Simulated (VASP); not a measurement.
The system is CsI.

```
Cs I
1.0
     4.56670    0.00000    0.00000
     0.00000    4.56670    0.00000
     0.00000    0.00000    4.56670
Cs I
1 1
Direct
  0.00000 0.00000 0.00000
  0.50000 0.50000 0.50000
```

```yaml
Program: VASP 6.6.1
Task: relaxation of cell and atoms
Functional: PBE
Potentials_or_basis: VASP PAW PBE potentials, release 64 (Cs_sv, I)
Cutoff: 500 eV
k_mesh: 10 × 10 × 10
Occupations: fermi-dirac, width 0.05 eV
Spin: no spin polarisation
```

At the start: pressure 0.8 GPa; volume 47.62 Å³/atom.

How do energy, volume and symmetry change on relaxing?

Over 4 steps the energy falls by 7.6 meV/atom and the volume is 50.94 Å³/atom (+7.0 %); space group Pm-3m (No. 221, to 0.1 Å) before and after.

Step by step:
| step | energy change (eV) | largest force (eV/Å) | pressure (GPa) | volume (Å³) |
| --- | --- | --- | --- | --- |
| 1 | 0.0000 | 0.0000 | 0.79 | 95.24 |
| 2 | -0.0116 | 0.0000 | 0.36 | 98.50 |
| 3 | -0.0151 | 0.0000 | -0.05 | 102.33 |
| 4 | -0.0152 | 0.0000 | 0.00 | 101.89 |

Final structure:
```cif
data_structure
_symmetry_space_group_name_H-M 'P 1'
_symmetry_Int_Tables_number 1
_cell_length_a 4.6706
_cell_length_b 4.6706
_cell_length_c 4.6706
_cell_angle_alpha 90.000
_cell_angle_beta 90.000
_cell_angle_gamma 90.000
_cell_volume 101.89
loop_
_atom_site_label
_atom_site_type_symbol
_atom_site_fract_x
_atom_site_fract_y
_atom_site_fract_z
_atom_site_occupancy
Cs1 Cs 0.00000 0.00000 0.00000 1
I1 I 0.50000 0.50000 0.50000 1
```
